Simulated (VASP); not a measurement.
Write the native input for VASP 6.6.1 that does the following.

- Task: single point
- Functional: LDA
- Potentials or basis: VASP PAW LDA potentials, release 64 (B, As)
- Cutoff: 520 eV
- k mesh: 15 × 15 × 15
- Occupations: fermi-dirac, width 0.03 eV
- Spin: no spin polarisation
- Dipole correction: no
- Further INCAR settings: ALGO = Normal; EDIFF = 1e-06; NBANDS = 11

The structure of BAs lies in POSCAR:

```
BAs
1.0
    0.0000000000      2.3805116460      2.3805116460
    2.3805116460      0.0000000000      2.3805116460
    2.3805116460      2.3805116460      0.0000000000
B As
1 1
Direct
    0.0000000000      0.0000000000      0.0000000000
    0.7500000000      0.7500000000      0.7500000000
```

These files were run (other wordings do the same):

INCAR

```
ALGO = Normal ; EDIFF = 1E-6
ENCUT = 520 ; ISIF = 2
ISMEAR = -1 ; LASPH = True
LCHARG = False ; LREAL = False
LWAVE = False ; NBANDS = 11
NELM = 80 ; PREC = Accurate
SIGMA = 0.03
```

KPOINTS

```
k-points
0
Gamma
  15 15 15
```

Potentials or basis: VASP PAW LDA potentials, release 64 (B, As).

Launch:

```console
$ cat potpaw_LDA.64/B/POTCAR potpaw_LDA.64/As/POTCAR > POTCAR
$ mpirun -np 1 vasp_std > vasp.out
```

It gave:

```json
{
 "Pressure": "-1.7 GPa",
 "Band gap on the k mesh": "1.11 eV (least direct gap 3.26 eV)"
}
```

Caveat: an odd mesh through Γ misses points on the zone boundary, where band edges can lie.

Wall time 56 s on 1 thread of Intel Xeon 8259CL, with other jobs on the host, peak memory 0.17 GiB.
